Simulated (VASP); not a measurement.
AlRu: single point with PBE+D3(BJ)

Crystal: AlRu.

```
CELL_PARAMETERS angstrom
2.97952 0.00000 0.00000
0.00000 2.97952 0.00000
0.00000 0.00000 2.97952
ATOMIC_POSITIONS crystal
Al 0.00000 0.00000 0.00000
Ru 0.50000 0.50000 0.50000
```

* Program: VASP 6.6.1
* Task: single point
* Functional: PBE
* Dispersion: D3(BJ)
* Potentials or basis: VASP PAW PBE potentials, release 64 (Al, Ru_pv)
* Cutoff: 520 eV
* k mesh: 14 × 14 × 14
* Occupations: gaussian, width 0.1 eV
* Spin: no spin polarisation
* Dipole correction: no
* Further INCAR settings: ALGO = Normal; EDIFF = 1e-07; NBANDS = 16

- Pressure: -1.3 GPa
- Dispersion energy per atom: -0.522 eV

Levels at points of the mesh, in eV from the Fermi level:
```tsv
k point	band 6	band 7	band 8	band 9	band 10	band 11	band 12	band 13
(0.00, 0.00, 0.00)	-3.63	0.19	0.19	0.19	6.14	6.14	6.14	11.05
(0.50, 0.00, 0.00)	-2.81	-1.63	-1.63	0.44	2.34	7.44	11.10	11.10
(0.50, 0.50, 0.00)	-1.37	-1.37	-1.19	-1.19	1.57	5.40	6.36	10.69
(0.50, 0.50, 0.50)	-4.70	1.67	1.67	2.65	4.17	4.17	4.17	8.65
```

Run time: 43 s on 1 thread of Intel Xeon 8259CL, with other jobs on the host, peak memory 0.19 GiB.

Caveat: three body term missing; pairwise dispersion overbinds metals, which lowers pressure and volume.
